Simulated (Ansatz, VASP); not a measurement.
# One calculation of BiB, two programs

The input INCAR:

```
SYSTEM = BiB
ALGO = Normal
EDIFF = 1E-8
ENCUT = 520
GGA = PE
ISIF = 2
ISMEAR = -1
LASPH = .TRUE.
LCHARG = .FALSE.
LEFG = .TRUE.
LREAL = .FALSE.
LWAVE = .FALSE.
NBANDS = 16
NELM = 60
PREC = Accurate
SIGMA = 0.05
```

The input KPOINTS:

```
k-points
0
G
  11 11 11
  0 0 0
```

File POSCAR:

```
BiB
1.0
    0.0000000000      2.7802796482      2.7802796482
    2.7802796482      0.0000000000      2.7802796482
    2.7802796482      2.7802796482      0.0000000000
B Bi
1 1
Direct
    0.0000000000      0.0000000000      0.0000000000
    0.2500000000      0.2500000000      0.2500000000
```

Input for Ansatz:

```yaml
crystal:
  lattice:
    - [0.0, 2.7802796482, 2.7802796482]
    - [2.7802796482, 0.0, 2.7802796482]
    - [2.7802796482, 2.7802796482, 0.0]
  atoms:
    - { symbol: B, position: [0.0, 0.0, 0.0] }
    - { symbol: Bi, position: [0.25, 0.25, 0.25] }
kpoints:
  mp_grid: { grid: [11, 11, 11] }
scf:
  occupations: { method: fermi_dirac, width: 0.05 }
hamiltonian:
  xc: pbe
  pseudopotentials: { kind: paw }
output:
  forces: true
  stress: true
  eigenvalues: true
  efg: { contact_densities: true }
```

Change from the starting cell: volume scaled by 1.02, PAW files.

Alike in both runs: task electric field gradients; functional PBE; k mesh 11 × 11 × 11; occupations fermi-dirac, width 0.05 eV; no spin polarisation.

|  | VASP | Ansatz |
| --- | --- | --- |
| version | VASP 6.6.1 | Ansatz 0.2.0 |
| potentials or method | VASP PAW PBE potentials, release 64 (B, Bi_d) | PAW with Ansatz's default frozen-core files, scalar-relativistic |
| plane-wave cutoff (eV) | 520 | 420 |
| valence electrons in the cell | 18 | 18 |

```csv
,VASP,Ansatz,Ansatz less VASP
pressure (GPa),-1.4,-1.4,+0.04
```

With one functional, cell and mesh, what is left measures potentials, basis and numerics.

Spin-orbit coupling is off throughout.
